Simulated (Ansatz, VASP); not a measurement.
## One calculation of LaSb, two programs

Contents of INCAR:

```
SYSTEM = LaSb
ALGO = Normal ; EDIFF = 1E-6
EDIFFG = -0.005 ; ENCUT = 600
GGA = PS ; IBRION = 2
ISIF = 3 ; ISMEAR = -1
LASPH = .True. ; LCHARG = .False.
LREAL = .False. ; LWAVE = .False.
NELM = 80 ; NSW = 100
PREC = Accurate ; SIGMA = 0.05
```

KPOINTS

```
k-points
0
Gamma
  9 9 9
  0 0 0
```

Contents of POSCAR:

```
LaSb
1.0
    0.0000000000      3.2450000000      3.2450000000
    3.2450000000      0.0000000000      3.2450000000
    3.2450000000      3.2450000000      0.0000000000
La Sb
1 1
Direct
    0.0000000000      0.0000000000      0.0000000000
    0.5000000000      0.5000000000      0.5000000000
```

Input for Ansatz:

```yaml
crystal:
  lattice:
    - [0.0, 3.245, 3.245]
    - [3.245, 0.0, 3.245]
    - [3.245, 3.245, 0.0]
  atoms:
    - { symbol: La, position: [0.0, 0.0, 0.0] }
    - { symbol: Sb, position: [0.5, 0.5, 0.5] }
kpoints:
  mp_grid: { grid: [9, 9, 9] }
scf:
  occupations: { method: fermi_dirac, width: 0.05 }
hamiltonian:
  xc: pbesol
  pseudopotentials: { kind: all_electron, lapw: { basis_error: 0.001 } }
output:
  forces: true
  stress: true
relax:
  f_tol: 0.005
  max_steps: 80
  cell: {}
```

Alike in both runs: task relaxation of cell and atoms; functional PBEsol; k mesh 9 × 9 × 9; occupations fermi-dirac, width 0.05 eV; no spin polarisation.

|  | VASP | Ansatz |
| --- | --- | --- |
| version | VASP 6.6.1 | Ansatz 0.2.0 |
| potentials or method | VASP PAW PBE potentials, release 64 (La, Sb), cutoff 600 eV | all-electron LAPW, scalar-relativistic |

|  | VASP | Ansatz | Ansatz less VASP |
| --- | --- | --- | --- |
| relaxed volume (Å³/atom) | 33.58 | 33.61 | +0.028 |
| relaxed cell length with the largest relative difference (Å) | 4.562 | 4.564 | +0.0013 |

VASP's potentials were made for PBE, not for PBEsol. Ansatz ran all-electron here, and VASP with PAW potentials.

Spin-orbit coupling is off throughout.
